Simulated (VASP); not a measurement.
AlN:

```
Al N
1.0
     3.47937    0.00000    0.00000
    -1.73968    3.01322    0.00000
     0.00000    0.00000    5.71077
Al N
2 2
Direct
  0.33333 0.66667 0.00005
  0.66667 0.33333 0.50005
  0.33333 0.66667 0.37495
  0.66667 0.33333 0.87495
```

- Program: VASP 6.6.1
- Task: relaxation of cell and atoms
- Functional: PBE
- Potentials or basis: VASP PAW PBE potentials, release 64 (Al, N)
- Cutoff: 600 eV
- k mesh: 6 × 6 × 4
- Occupations: gaussian, width 0.1 eV
- Spin: no spin polarisation

At the start: pressure -33.2 GPa; volume 14.97 Å³/atom.

**Question.** How do energy, volume and symmetry change on relaxing?

**Answer.** Over 7 steps the energy falls by 605.6 meV/atom and the volume is 10.62 Å³/atom (-29.0 %); space group P6_3mc (No. 186, to 0.05 Å).

Step by step:
| step | energy change (eV) | largest force (eV/Å) | pressure (GPa) | volume (Å³) |
| --- | --- | --- | --- | --- |
| 1 | 0.0000 | 0.1548 | -33.18 | 59.87 |
| 2 | -1.8241 | 0.1630 | 37.42 | 36.82 |
| 3 | -2.4144 | 0.1351 | -0.35 | 42.62 |
| 4 | -2.4138 | 0.1357 | 1.08 | 42.32 |
| 5 | -2.4202 | 0.0833 | -0.92 | 42.73 |
| 6 | -2.4203 | 0.0787 | -1.09 | 42.77 |
| 7 | -2.4222 | 0.0062 | 0.15 | 42.48 |

Final structure:
```
Al N
1.0
     3.12791    0.00000    0.00000
    -1.56395    2.70885    0.00000
     0.00000    0.00000    5.01366
Al N
2 2
Direct
  0.33333 0.66667 0.99666
  0.66667 0.33333 0.49666
  0.33333 0.66667 0.37834
  0.66667 0.33333 0.87834
```

Caveat: the volume moved by over 15 % at a fixed basis, so the end points are rough; the relaxation stopped at a loose force limit of 0.05 eV/Å, so its end isn't a converged minimum.
